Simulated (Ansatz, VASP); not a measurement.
**ScAl3 in VASP and in Ansatz**

INCAR

```
SYSTEM = ScAl3
ALGO = Fast
EDIFF = 1E-6
ENCUT = 520
GGA = PE
ISIF = 2
ISMEAR = 0
LASPH = .True.
LCHARG = .False.
LREAL = .False.
LWAVE = .False.
NBANDS = 18
NELM = 100
PREC = Accurate
SIGMA = 0.1
```

File KPOINTS:

```
k-points
0
Gamma
  14 14 14
  0 0 0
```

Contents of POSCAR:

```
ScAl3
1.0
   -2.0988218583      2.0988218583      4.5458954570
    2.0988218583     -2.0988218583      4.5458954570
    2.0988218583      2.0988218583     -4.5458954570
Sc Al
1 3
Direct
    0.0000000000      0.0000000000      0.0000000000
    0.7500000000      0.2500000000      0.5000000000
    0.2500000000      0.7500000000      0.5000000000
    0.5000000000      0.5000000000      0.0000000000
```

Input for Ansatz:

```yaml
crystal:
  lattice:
    - [-2.0988218583, 2.0988218583, 4.545895457]
    - [2.0988218583, -2.0988218583, 4.545895457]
    - [2.0988218583, 2.0988218583, -4.545895457]
  atoms:
    - { symbol: Sc, position: [0.0, 0.0, 0.0] }
    - { symbol: Al, position: [0.75, 0.25, 0.5] }
    - { symbol: Al, position: [0.25, 0.75, 0.5] }
    - { symbol: Al, position: [0.5, 0.5, 0.0] }
basis:
  ecutwfc: 420
kpoints:
  mp_grid: { grid: [14, 14, 14] }
hamiltonian:
  xc: pbe
scf:
  occupations: { method: gaussian, width: 0.1 }
output:
  forces: true
  stress: true
  eigenvalues: true
  write_density: true
  write_potential: true
  elf: true
  volumetric_format: npy
```

Alike in both runs: task single point; functional PBE; k mesh 14 × 14 × 14; occupations gaussian, width 0.1 eV; no spin polarisation.

```csv
,VASP,Ansatz
version,VASP 6.6.1,Ansatz 0.2.0
potentials or method,"VASP PAW PBE potentials, release 64 (Sc_sv, Al), cutoff 520 eV","scalar-relativistic, plane waves, PAW"
valence electrons in the cell,20,20
```

```tsv
	VASP	Ansatz	Ansatz less VASP
gap on the k mesh at the Fermi level (eV)	none	none	-
pressure (GPa)	-7.5	-7.5	-0.02
traceless stress, the component that is largest in VASP (GPa)	1.15	1.16	+0.002
```

A gap of «none» marks a metal or a gap that the smearing closes. With one functional, cell and mesh, what is left measures potentials, basis and numerics.
